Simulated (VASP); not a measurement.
# Zn6InO8 (a cell with a defect) in VASP: relaxation of the atoms with PBE

Aim: the relaxation of the atoms of Zn6InO8 (a cell with a defect) with PBE.

Everything below comes from runs of VASP 6.6.1. Logs are shortened: lines on timing, memory, paths and dates and some standing lists are left out, and cuts for length are marked.

## 1. The cell of the first run

The cell holds a defect, 15 atoms: a = 6.499 Å, b = 5.628 Å, c = 5.204 Å, α = 90.00°, β = 90.00°, γ = 90.00°.

## 2. Relaxation of the atoms, PBE

File INCAR:

```
PREC = Accurate
ENCUT = 520
EDIFF = 1E-7
ISMEAR = -1
SIGMA = 0.05
LREAL = Auto
LASPH = T
NELM = 60
ALGO = Normal
ISIF = 2
LWAVE = F
LCHARG = F
GGA = PE
IBRION = 2
NSW = 80
EDIFFG = -0.03
NELECT = 132.0
```

File KPOINTS:

```
regular mesh
0
Gamma
  2 2 2
```

File POSCAR:

```
Zn6InO8
1.0
   -3.2494000000     -5.6281260000      0.0000000000
    4.8741000000     -2.8140630000      0.0000000000
    0.0000000000      0.0000000000      5.2038000000
Zn O In
6 8 1
Direct
    0.4999999900      0.3333333300      0.0000000000
    0.4999999900      0.6666666600      0.5000000000
    0.2499999900      0.8333333300      0.0000000000
    0.2500000000      0.1666666600      0.5000000000
    0.0000000000      0.3333333300      0.0000000000
    0.7499999900      0.1666666600      0.5000000000
    0.4999999900      0.3333333300      0.3830000000
    0.4999999900      0.6666666600      0.8830000000
    0.2499999900      0.8333333300      0.3830000000
    0.2500000000      0.1666666600      0.8830000000
    0.0000000000      0.3333333300      0.3830000000
    0.0000000000      0.6666666600      0.8830000000
    0.7499999800      0.8333333200      0.3830000000
    0.7499999900      0.1666666600      0.8830000000
   -0.2500000000      0.8333333300      0.0000000000
```

Potentials or basis: VASP PAW PBE potentials, release 64 (Zn, O, In_d).

Command:

```
cat potpaw_PBE.64/Zn/POTCAR potpaw_PBE.64/O/POTCAR potpaw_PBE.64/In_d/POTCAR > POTCAR
mpirun -np 1 vasp_std > vasp.out
```

OUTCAR:

```text
PREC = Accurate
   ENCUT = 520
   EDIFF = 1E-7
   ISMEAR = -1
   LREAL = Auto
   LASPH = T
   NELM = 60
   ISIF = 2
   GGA = PE
   IBRION = 2
   NSW = 80
   EDIFFG = -0.03
   NELECT = 132.0

 ion  position               nearest neighbor table
   1  0.500  0.333  0.000-  10 1.97   8 1.97  14 1.97   7 1.99  15 3.25  15 3.25
   2  0.500  0.667  0.500-  13 1.97   7 1.97   9 1.97   8 1.99  15 3.21  15 3.21
   3  0.250  0.833  0.000-  12 1.97  10 1.97   8 1.97   9 1.99  15 3.25  15 3.25
   4  0.250  0.167  0.500-   7 1.97   9 1.97  11 1.97  10 1.99
   5  0.000  0.333  0.000-  12 1.97  10 1.97  14 1.97  11 1.99  15 3.25  15 3.25
   6  0.750  0.167  0.500-   7 1.97  13 1.97  11 1.97  14 1.99  15 3.21  15 3.21
   7  0.500  0.333  0.383-   4 1.97   2 1.97   6 1.97   1 1.99
   8  0.500  0.667  0.883-   1 1.97   3 1.97  15 1.97   2 1.99
   9  0.250  0.833  0.383-   4 1.97   2 1.97   3 1.99
  10  0.250  0.167  0.883-   1 1.97   3 1.97   5 1.97   4 1.99
  11  0.000  0.333  0.383-   4 1.97   6 1.97   5 1.99
  12  0.000  0.667  0.883-   3 1.97   5 1.97  15 1.97
  13  0.750  0.833  0.383-   2 1.97   6 1.97  15 1.99
  14  0.750  0.167  0.883-  15 1.97   1 1.97   5 1.97   6 1.99
  15  0.750  0.833  0.000-  14 1.97  12 1.97   8 1.97  13 1.99   6 3.21   6 3.21   2 3.21   2 3.21
                             3 3.25   5 3.25   1 3.25   5 3.25   1 3.25   3 3.25

  LATTYP: Found a simple orthorhombic cell.
 ALAT       =     5.2038000000
 B/A-ratio  =     1.0815415505
 C/A-ratio  =     1.2488566224

  Lattice vectors:

 A1 = (   0.0000000000,   0.0000000000,  -5.2038000000)
 A2 = (   4.8741000000,  -2.8140630000,   0.0000000000)
 A3 = (  -3.2494000000,  -5.6281260000,   0.0000000000)

Analysis of symmetry for initial positions (statically):
=====================================================================
 Subroutine PRICEL returns:
 Original cell was already a primitive cell.

 Routine SETGRP: Setting up the symmetry group for a
 simple orthorhombic supercell.

 Subroutine GETGRP returns: Found  1 space group operations
 (whereof  1 operations were pure point group operations)
 out of a pool of  8 trial point group operations.

The static configuration has the point symmetry C_1 .

Analysis of symmetry for dynamics (positions and initial velocities):
=====================================================================
 Subroutine PRICEL returns:
 Original cell was already a primitive cell.

 Routine SETGRP: Setting up the symmetry group for a
 simple orthorhombic supercell.

 Subroutine GETGRP returns: Found  1 space group operations
 (whereof  1 operations were pure point group operations)
 out of a pool of  8 trial point group operations.

The dynamic configuration has the point symmetry C_1 .

 Subroutine INISYM returns: Found  1 space group operations
 (whereof  1 operations are pure point group operations),
 and found     1 'primitive' translations

----------------------------------------------------------------------------------------

                                     Primitive cell

  volume of cell :     190.3345

  direct lattice vectors                    reciprocal lattice vectors
    -3.249400000 -5.628126000  0.000000000    -0.076937281 -0.133259277  0.000000000
     4.874100000 -2.814063000  0.000000000     0.153874561 -0.088839518  0.000000000
     0.000000000  0.000000000  5.203800000     0.000000000  0.000000000  0.192167262

  length of vectors
     6.498800092  5.628125921  5.203800000     0.153874559  0.177679038  0.192167262

  position of ions in fractional coordinates (direct lattice)
     0.499999990  0.333333330  0.000000000
     0.499999990  0.666666660  0.500000000
     0.249999990  0.833333330  0.000000000
     0.250000000  0.166666660  0.500000000
     0.000000000  0.333333330  0.000000000
     0.749999990  0.166666660  0.500000000
     0.499999990  0.333333330  0.383000000
     0.499999990  0.666666660  0.883000000
     0.249999990  0.833333330  0.383000000
     0.250000000  0.166666660  0.883000000
     0.000000000  0.333333330  0.383000000
     0.000000000  0.666666660  0.883000000
     0.749999980  0.833333320  0.383000000
     0.749999990  0.166666660  0.883000000
     0.750000000  0.833333330  0.000000000

  ion indices of the primitive-cell ions
[... 33 lines left out ...]
     0.076937280  0.088839519  0.096083631

  Shift w.r.t. Gamma in fractional coordinates (k-lattice)
     0.000000000  0.000000000  0.000000000

 Subroutine IBZKPT returns following result:
 ===========================================

 Found      8 irreducible k-points:

 Following reciprocal coordinates:
            Coordinates               Weight
  0.000000  0.000000  0.000000      1.000000
  0.500000 -0.000000  0.000000      1.000000
 -0.000000  0.500000  0.000000      1.000000
  0.500000  0.500000  0.000000      1.000000
  0.000000  0.000000  0.500000      1.000000
  0.500000 -0.000000  0.500000      1.000000
 -0.000000  0.500000  0.500000      1.000000
  0.500000  0.500000  0.500000      1.000000
   k-points           NKPTS =      8   k-points in BZ     NKDIM =      8   number of bands    NBANDS=     79
   number of dos      NEDOS =    301   number of ions     NIONS =     15
   total plane-waves  NPLWV =  80640
   dimension x,y,z NGX =    48 NGY =   42 NGZ =   40
   dimension x,y,z NGXF=    96 NGYF=   84 NGZF=   80
   ions per type =               6   8   1
   NGX,Y,Z   is equivalent  to a cutoff of  12.28, 12.41, 12.78 a.u.
   NGXF,Y,Z  is equivalent  to a cutoff of  24.56, 24.81, 25.56 a.u.
 SYSTEM =  unknown system
   PREC   = accura    normal or accurate (medium, high low for compatibility)
   ISTART =      0    job   : 0-new  1-cont  2-samecut
   ICHARG =      2    charge: 1-file 2-atom 10-const
   ISPIN  =      1    spin polarized calculation?
   LNONCOLLINEAR =      F non collinear calculations
   LSORBIT =      F    spin-orbit coupling
   LASPH  =      T    aspherical Exc in radial PAW
   ENCUT  =  520.0 eV  38.22 Ry    6.18 a.u.  12.08 10.46  9.68*2*pi/ulx,y,z
   NELM   =     60;   NELMIN=  2; NELMDL= -5     # of ELM steps
   EDIFF  = 0.1E-06   stopping-criterion for ELM
   LREAL  =      T    real-space projection
   EDIFFG = -.3E-01   stopping-criterion for IOM
   NSW    =     80    number of steps for IOM
   IBRION =      2    ionic relax: 0-MD 1-quasi-New 2-CG
   NFREE  =      1    steps in history (QN), initial steepest desc. (CG)
   ISIF   =      2    stress and relaxation
   ISYM   =      2    0-nonsym 1-usesym 2-fastsym
   POTIM  = 0.5000    time-step for ionic-motion
   TEBEG  =    0.0;   TEEND  =   0.0 temperature during run
   PSTRESS=    0.0 pullay stress
   NELECT =     132.0000    total number of electrons
   NUPDOWN=      -1.0000    fix difference up-down
   EMIN   =  10.00;   EMAX   =-10.00  energy-range for DOS
   EFERMI =   0.00;   METHOD = LEGACY
   ISMEAR =    -1;   SIGMA  =   0.05  broadening in eV -4-tet -1-fermi 0-gaus
   EFERMI_NEDOS =   21; number of points for ismear=-14 and -15
   IALGO  =     38    algorithm
   IMIX   =      4    mixing-type and parameters
     AMIX     =   0.40;   BMIX     =  1.00
     AMIX_MAG =   1.60;   BMIX_MAG =  1.00
  volume/ion in A,a.u.               =      12.69        85.63
  Fermi-wavevector in a.u.,A,eV,Ry     =   1.449084  2.738372 28.570125  2.099845
  Thomas-Fermi vector in A             =   2.566851
   LORBIT       =      0    0 simple, 1 ext, 2 COOP (PROOUT), +10 PAW based schemes
   GGA     = PE    functional components
   LHFCALC =     F    Hartree Fock is set to
   AEXX    =    0.0000 exact exchange contribution
   IVDW    =     0    specifies the selected vdW correction
   LEPSILON=     F    determine dielectric tensor
   LRPA    =     F    only Hartree local field effects (RPA)
 conjugate gradient relaxation of ions
 non-spin polarized calculation
  energy-cutoff  :      520.00
  volume of cell :      190.33
 maximum number of plane-waves:      5148
   NGX = 25   NGY = 21   NGZ = 19

--------------------------------------- Ionic step        1  -------------------------------------------

 number of electron     132.0000008 magnetization

 Free energy of the ion-electron system (eV)
  ---------------------------------------------------
  ext. energy  EPLUGINS =         0.00000000
  ---------------------------------------------------
  free energy    TOTEN  =       -68.06192410 eV

  energy without entropy =      -68.00043141  energy(sigma->0) =      -68.03117775

------------------------ aborting loop because EDIFF is reached ----------------------------------------

  FORCE on cell =-STRESS in cart. coord.  units (eV):
  Direction    XX          YY          ZZ          XY          YZ          ZX
  --------------------------------------------------------------------------------------
  -------------------------------------------------------------------------------------
  Total        0.8117290      0.9916368      0.5685904     -0.3165125     -0.0716973     -0.0173685
  in kB        6.8328839      8.3472929      4.7862185     -2.6643047     -0.6035261     -0.1462029
  external PRESSURE =       6.6554651 kB  Pullay stress =       0.0000000 kB
[... 128 lines left out ...]
  FREE ENERGIE OF THE ION-ELECTRON SYSTEM (eV)
  ---------------------------------------------------
  free  energy   TOTEN  =       -68.6045815307 eV

  energy  without entropy=      -68.5441261799  energy(sigma->0) =      -68.57435386

[... ionic steps 4 to 15 ...]

--------------------------------------- Ionic step       16  -------------------------------------------

 number of electron     132.0000010 magnetization

------------------------ aborting loop because EDIFF is reached ----------------------------------------
[... 93 lines left out ...]
--------------------------------------- Ionic step       18  -------------------------------------------

 number of electron     132.0000003 magnetization

 Free energy of the ion-electron system (eV)
  ---------------------------------------------------
  ext. energy  EPLUGINS =         0.00000000
  ---------------------------------------------------
  free energy    TOTEN  =       -68.74822589 eV

  energy without entropy =      -68.68282995  energy(sigma->0) =      -68.71552792

 E-fermi :   1.0349     XC(G=0): -10.4528

 val. band max:        0.9354758556   @ k =  -0.0000   0.5000   0.0000
 cond. band min:       1.0406402184   @ k =   0.5000   0.5000   0.0000
 fundamental gap:      0.1051643628
 Fermi energy:         1.0348716050

 k-point     1 :       0.0000    0.0000    0.0000
  band No.  band energies     occupation
      1     -16.7880      2.00000
      2     -16.3502      2.00000
      3     -16.1976      2.00000
      4     -16.1287      2.00000
      5     -15.9673      2.00000
      6     -15.8146      2.00000
[... 637 lines left out ...]
     77      10.3993      0.00000
     78      10.4717      0.00000
 [bands above 78 left out]

------------------------ aborting loop because EDIFF is reached ----------------------------------------

  FORCE on cell =-STRESS in cart. coord.  units (eV):
  Direction    XX          YY          ZZ          XY          YZ          ZX
  --------------------------------------------------------------------------------------
  -------------------------------------------------------------------------------------
  Total        0.7734975      0.3083642     -0.2260745      0.1507338     -0.0582255     -0.0219764
  in kB        6.5110636      2.5957147     -1.9030252      1.2688307     -0.4901247     -0.1849907
  external PRESSURE =       2.4012510 kB  Pullay stress =       0.0000000 kB
[... 30 lines left out ...]
  FREE ENERGIE OF THE ION-ELECTRON SYSTEM (eV)
  ---------------------------------------------------
  free  energy   TOTEN  =       -68.7482258892 eV

  energy  without entropy=      -68.6828299530  energy(sigma->0) =      -68.71552792

 reached required accuracy - stopping structural energy minimisation
```

Wall time 34 min (1 thread of Intel Xeon Platinum 8488C (Sapphire Rapids), shared host); peak memory 0.32 GiB.

What came out:

```yaml
Free_energy: -68.7482 eV
Energy_gained_by_relaxing: 45.8 meV/atom
Ionic_steps: 18
Largest_force_after_relaxing: 0.024 eV/Å
```

Forces on the atoms (eV/Å):
```
Zn   0.013 -0.008 -0.007
Zn  -0.010  0.007 -0.002
Zn  -0.005 -0.002  0.016
Zn   0.007  0.010  0.003
Zn   0.004 -0.009 -0.007
Zn   0.011  0.012  0.005
O   -0.007 -0.006 -0.014
O    0.004 -0.008 -0.016
O    0.009  0.008  0.008
O   -0.009 -0.007 -0.003
O    0.022 -0.001  0.008
O   -0.009  0.002  0.003
O   -0.005  0.014  0.015
O   -0.008  0.004 -0.005
In  -0.017 -0.014 -0.002
```

The path:
```csv
step,energy change (eV),largest force (eV/Å),pressure (GPa)
1,0.0000,1.9798,0.67
2,-0.5395,0.5660,-0.66
3,-0.5427,0.5690,-0.69
4,-0.6212,0.3254,-0.58
5,-0.6325,0.3430,-0.46
6,-0.6557,0.2386,-0.24
7,-0.6605,0.2898,-0.09
8,-0.6713,0.1713,0.05
9,-0.6715,0.1741,0.07
10,-0.6789,0.0928,0.19
11,-0.6802,0.0943,0.27
12,-0.6830,0.0550,0.32
13,-0.6832,0.0644,0.33
14,-0.6845,0.0464,0.33
15,-0.6848,0.0708,0.32
16,-0.6857,0.0334,0.29
17,-0.6859,0.0572,0.27
18,-0.6863,0.0236,0.24
```

Final structure:
```
Zn O In
1.0
    -3.24940   -5.62813    0.00000
     4.87410   -2.81406    0.00000
     0.00000    0.00000    5.20380
Zn O In
6 8 1
Cartesian
  -0.0130 -3.6956 0.0408
  1.6759 -4.6154 2.6230
  3.2352 -3.7320 0.0234
  0.0201 -1.8238 2.5983
  1.6216 -1.0171 0.0067
  -1.5615 -4.7350 2.5958
  0.0412 -3.7254 2.0180
  1.5956 -4.6456 4.5978
  3.2788 -3.8638 1.9290
  -0.0428 -1.8626 4.5590
  -1.7335 -6.5016 1.9132
  3.1339 -1.9586 4.5316
  1.7714 -6.4772 2.0940
  -1.5624 -4.7401 4.5887
  1.5370 -6.6397 0.0385
```

Levels at points of the mesh, in eV from the Fermi level:
| k point | band 62 | band 63 | band 64 | band 65 | band 66 | band 67 | band 68 | band 69 | band 70 | band 71 |
| --- | --- | --- | --- | --- | --- | --- | --- | --- | --- | --- |
| (0.00, 0.00, 0.00) | -0.61 | -0.51 | -0.33 | 0.22 | 0.27 | 0.28 | 1.49 | 5.34 | 6.26 | 6.57 |
| (0.50, 0.00, 0.00) | -0.84 | -0.39 | -0.23 | -0.12 | 0.04 | 0.09 | 3.05 | 3.78 | 6.56 | 7.41 |
| (0.00, 0.50, 0.00) | -0.47 | -0.43 | -0.18 | -0.16 | -0.10 | 0.06 | 3.47 | 3.90 | 6.10 | 6.59 |
| (0.50, 0.50, 0.00) | -0.55 | -0.50 | -0.41 | -0.31 | -0.25 | 0.01 | 4.00 | 4.85 | 5.10 | 5.48 |
| (0.00, 0.00, 0.50) | -0.77 | -0.48 | -0.27 | -0.27 | 0.06 | 0.09 | 3.44 | 4.69 | 5.97 | 6.16 |
| (0.50, 0.00, 0.50) | -0.82 | -0.73 | -0.54 | -0.32 | -0.22 | -0.11 | 4.17 | 5.08 | 5.43 | 6.15 |
| (0.00, 0.50, 0.50) | -0.76 | -0.71 | -0.70 | -0.55 | -0.27 | -0.13 | 4.35 | 5.08 | 5.69 | 5.83 |
| (0.50, 0.50, 0.50) | -1.02 | -0.91 | -0.74 | -0.52 | -0.27 | -0.20 | 4.68 | 5.60 | 5.87 | 6.12 |

Caveat: the k points lie up to 0.60 Å⁻¹ apart; the cell carries a net charge on a neutralising background, which shifts energy and pressure; the cell is charged against a uniform background, so pressure and absolute levels hang on convention; spin-orbit coupling is left out, which moves the levels of the heavy elements.
